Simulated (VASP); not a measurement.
The system is Rh.

```
Rh
1.0
     2.78454    0.00000    0.00000
    -1.39227    2.41148    0.00000
     0.00000    0.00000    4.51534
Rh
2
Cartesian
  0.0000 1.6077 1.1288
  1.3923 0.8038 3.3865
```

Program: VASP 6.6.1. Alike in all runs: task single point; no spin polarisation; cell as given; k mesh 11 × 11 × 6; cutoff (eV) 520; smearing fermi-dirac 0.05 eV.

Q: Order these runs on this cell by their pressure, lowest first.
A. level PBE; potentials or basis VASP PAW PBE potentials, release 64 (Rh_pv)
B. level LDA; potentials or basis VASP PAW LDA potentials, release 64 (Rh_pv)
C. level r2SCAN; potentials or basis VASP PAW PBE potentials, release 64 (Rh_pv)
D. level PBEsol; potentials or basis VASP PAW PBE potentials, release 64 (Rh_pv)

A: B (-29.2 GPa), D (-24.5 GPa), C (-20.2 GPa), A (-15.2 GPa).

Caveats: the PAW data sets were made with another functional, which shifts forces and pressure a little (some runs).
